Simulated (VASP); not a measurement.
Wanted: the native input for a VASP 6.6.1 run.

| Quantity | Value |
| --- | --- |
| Task | single point |
| Functional | PBE |
| Potentials or basis | VASP PAW PBE potentials, release 64 (Lu, Ta_pv) |
| Cutoff | 520 eV |
| k mesh | 10 × 10 × 4 |
| Occupations | gaussian, width 0.1 eV |
| Spin | no spin polarisation |
| Dipole correction | no |
| Further INCAR settings | ALGO = Fast; EDIFF = 1e-06; NBANDS = 56 |

The structure of LuTa2 lies in POSCAR:

```
LuTa2
1.0
    3.7086544863      0.0000000000      0.0000000000
    0.0000000000      3.7086544863      0.0000000000
    0.0000000000      0.0000000000     10.2458257818
Lu Ta
2 4
Direct
    0.0000000000      0.5000000000      0.7448816864
    0.5000000000      0.0000000000      0.2551183136
    0.0000000000      0.0000000000      0.0000000000
    0.5000000000      0.5000000000      0.0000000000
    0.0000000000      0.5000000000      0.4473502245
    0.5000000000      0.0000000000      0.5526497755
```

The cell was generated, and may not be a known phase.

These files were run (other wordings do the same):

INCAR

```
ALGO = Fast
EDIFF = 1E-6
ENCUT = 520
GGA = PE
ISIF = 2
ISMEAR = 0
LASPH = T
LCHARG = F
LREAL = F
LWAVE = F
NBANDS = 56
NELM = 60
PREC = Accurate
SIGMA = 0.1
```

KPOINTS

```
k-points
0
Gamma
  10 10 4
```

Potentials or basis: VASP PAW PBE potentials, release 64 (Lu, Ta_pv).

Run with:

```bash
$ cat potpaw_PBE.64/Lu/POTCAR potpaw_PBE.64/Ta_pv/POTCAR > POTCAR
$ mpirun -np 1 vasp_std > vasp.out
```

It gave:

The pressure is -0.1 GPa and the largest force is 0.006 eV/Å. The band gap on the k mesh is zero (bands 47 and 48 overlap by 1.06 eV).

Caveat: spin-orbit coupling is left out, which moves the levels of the heavy elements.

It took 28 min on 1 thread of Intel(R) Xeon(R) Platinum 8488C (Sapphire Rapids), on a shared host, peak memory 0.55 GiB.
